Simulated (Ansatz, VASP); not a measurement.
This is a calculation of Nb for Ansatz 0.2.0.

Contents of input.yaml:

```yaml
crystal:
  lattice:
    - [-1.66395, 1.66395, 1.730508]
    - [1.66395, -1.66395, 1.730508]
    - [1.66395, 1.66395, -1.730508]
  atoms:
    - { symbol: Nb, position: [0.0, 0.0, 0.0] }
kpoints:
  mp_grid: { grid: [11, 11, 11] }
scf:
  occupations: { method: fermi_dirac, width: 0.05 }
hamiltonian:
  xc: pbe
  pseudopotentials: { kind: all_electron, lapw: { basis_error: 0.001 } }
output:
  forces: true
  stress: true
  eigenvalues: true
```

Potentials or basis: all-electron LAPW, scalar-relativistic.

Run with:

```sh
$ ansatz run input.yaml --threads 1 --pin off --max-ram 3072MiB --backend cpu --events-out ev --progress --plain --runs-dir out
```

Task: Set up the same calculation for VASP 6.6.1. Potentials there: VASP PAW PBE potentials, release 64 (Nb_sv).

Result: As run (the cutoff follows the program's own potentials):

INCAR

```
ALGO = Normal ; EDIFF = 1E-6
ENCUT = 500 ; GGA = PE
GGA_COMPAT = False ; ISIF = 2
ISMEAR = -1 ; LASPH = True
LCHARG = True ; LELF = True
LREAL = False ; LVHAR = True
LWAVE = False ; NBANDS = 12
NELM = 120 ; PREC = Accurate
SIGMA = 0.05
```

The input KPOINTS:

```
k-points
0
Gamma
  11 11 11
```

File POSCAR:

```
Nb
1.0
   -1.6639500000      1.6639500000      1.7305080000
    1.6639500000     -1.6639500000      1.7305080000
    1.6639500000      1.6639500000     -1.7305080000
Nb
1
Direct
    0.0000000000      0.0000000000      0.0000000000
```

Potentials or basis: VASP PAW PBE potentials, release 64 (Nb_sv).

Launch:

```bash
$ cat potpaw_PBE.64/Nb_sv/POTCAR > POTCAR
$ mpirun -np 1 vasp_std > vasp.out
```

Both were run:

|  | VASP | Ansatz | Ansatz less VASP |
| --- | --- | --- | --- |
| gap on the k mesh at the Fermi level (eV) | none | none | - |
| pressure (GPa) | -8.3 | -8.0 | +0.33 |
| traceless stress, the component that is largest in VASP (GPa) | -2.52 | -2.52 | +0.001 |

A gap of «none» marks a metal or a gap that the smearing closes. Ansatz ran all-electron here, and VASP with PAW potentials.
